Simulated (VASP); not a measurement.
The system is Au.

```xyz
1
Lattice="0.0000 1.9935 1.9935 1.9935 0.0000 1.9935 1.9935 1.9935 0.0000" Properties=species:S:1:pos:R:3 pbc="T T T"
Au    0.0000    0.0000    0.0000
```

Base run:

```yaml
Program: VASP 6.6.1
Functional: r2SCAN
Potentials_or_basis: VASP PAW PBE potentials, release 64 (Au)
Cutoff: 520 eV
k_mesh: 11 × 11 × 11
Occupations: fermi-dirac, width 0.05 eV
Spin: no spin polarisation
```

Its results: pressure 21.7 GPa.

**Question.** The run is repeated on the same cell with these changes: dispersion from none to rVV10. What comes out?

**Answer.** Pressure 19.6 GPa.

Dispersion adds attraction, which lowers the pressure at fixed volume.

Caveats: the PAW data sets were made with another functional, which shifts forces and pressure a little.
